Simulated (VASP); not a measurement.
The system is PtS2.

```
CELL_PARAMETERS angstrom
3.54320 0.00000 0.00000
-1.77160 3.06850 0.00000
0.00000 0.00000 5.03880
ATOMIC_POSITIONS crystal
Pt 0.00000 0.00000 0.00000
S 0.66667 0.33333 0.77300
S 0.33333 0.66667 0.22700
```

Base run:

| Property | Result |
| --- | --- |
| Program | VASP 6.6.1 |
| Functional | PBEsol |
| Potentials or basis | VASP PAW PBE potentials, release 64 (Pt, S) |
| Cutoff | 520 eV |
| k mesh | 7 × 7 × 5 |
| Occupations | fermi-dirac, width 0.05 eV |
| Spin | no spin polarisation |

Its results: band gap on the k mesh 0.82 eV (least direct gap 1.11 eV); pressure 6.1 GPa; largest force 0.932 eV/Å.

Question: The run is repeated on the same cell with these changes: functional from PBEsol to r2SCAN-based global hybrid with 25 % exact exchange; k mesh from 7 × 7 × 5 to 5 × 5 × 3. What comes out?

Answer: Band gap on the k mesh 2.69 eV (least direct gap 3.00 eV); pressure 5.4 GPa; largest force 0.893 eV/Å.

Several settings changed at once.

Caveats: the cell stands under pressure; the PAW data sets were made with another functional, which shifts forces and pressure a little; spin-orbit coupling is left out, which moves the levels of the heavy elements; an odd mesh through Γ misses points on the zone boundary, where band edges can lie.
